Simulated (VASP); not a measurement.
## Cs: single point with r2SCAN

Cs:

```
CELL_PARAMETERS angstrom
-3.01111 3.01111 3.01111
3.01111 -3.01111 3.01111
3.01111 3.01111 -3.01111
ATOMIC_POSITIONS crystal
Cs 0.00000 0.00000 0.00000
```

* Program: VASP 6.6.1
* Task: single point
* Functional: r2SCAN
* Potentials or basis: VASP PAW PBE potentials, release 64 (Cs_sv)
* Cutoff: 520 eV
* k mesh: 10 × 10 × 10
* Occupations: gaussian, width 0.05 eV
* Spin: no spin polarisation
* Dipole correction: no
* Further INCAR settings: ALGO = Normal; EDIFF = 1e-06; NBANDS = 10

- Pressure: 0.2 GPa
- Band gap on the k mesh: zero (an odd number of electrons rules out a gap without spin polarisation)

Levels at points of the mesh, in eV from the Fermi level:
| k point | band 1 | band 2 | band 3 | band 4 | band 5 | band 6 | band 7 | band 8 | band 9 |
| --- | --- | --- | --- | --- | --- | --- | --- | --- | --- |
| (0.00, 0.00, 0.00) | -24.79 | -11.15 | -11.15 | -11.15 | -1.86 | 2.81 | 2.81 | 2.81 | 3.72 |
| (0.50, 0.00, 0.00) | -24.78 | -11.32 | -11.20 | -11.15 | 0.05 | 0.84 | 1.81 | 3.65 | 4.25 |
| (0.50, 0.50, 0.50) | -24.78 | -11.27 | -11.27 | -11.27 | 0.56 | 0.56 | 3.39 | 3.39 | 3.39 |

Run time: 68 s on 1 thread of Intel(R) Xeon(R) 6975P-C (Granite Rapids) (shared host), peak memory 0.27 GiB.

Caveat: the PAW data sets were made with another functional, which shifts forces and pressure a little; spin-orbit coupling is left out, which moves the levels of the heavy elements.
